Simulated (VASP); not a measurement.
Runs of VASP 6.6.1 on RuSe. The structure is that of space group Fm-3m (No. 225), or close to it. The cells are those of the table. 

| level | potentials or basis | spin | cell | gap on the mesh (eV) | pressure (GPa) |
| --- | --- | --- | --- | --- | --- |
| r2SCAN | VASP PAW PBE potentials, release 64 (Ru_pv, Se) | off | a = 3.635 Å, angles 60.0°, 2 atoms | none | -1.1 |
| PBE | VASP PAW PBE potentials, release 64 (Ru_pv, Se) | off | a = 3.635 Å, angles 60.0°, 2 atoms | none | 0.2 |
| PBE | VASP PAW PBE potentials, release 64 (Ru_pv, Se) | off | a = 3.762 Å, angles 60.0°, 2 atoms | none | (b) |
| PBE | VASP PAW PBE potentials, release 64 (Ru_pv, Se) | non-collinear, zero start, SOC | a = 3.635 Å, angles 60.0°, 2 atoms | - | 0.7 |
| PBEsol | VASP PAW PBE potentials, release 64 (Ru_pv, Se) | off | a = 3.635 Å, angles 60.0°, 2 atoms | none | (a) |
| LDA | VASP PAW LDA potentials, release 64 (Ru_pv, Se) | off | a = 3.635 Å, angles 60.0°, 2 atoms | none | -9.3 |

Alike in all rows: task single point; k mesh 12 × 12 × 12; cutoff (eV) 520; smearing gaussian 0.05 eV.

Q: Estimate the missing entries.

A: (a) -6.3; (b) -11.2.

Caveats: the cell stands under tension (at least some runs); the PAW data sets were made with another functional, which shifts forces and pressure a little (at least some runs).

A k mesh can miss the band edges, and rows without SOC leave out spin-orbit coupling on Ru, Se.

A gap of «none» marks levels without a gap at the run's occupations.
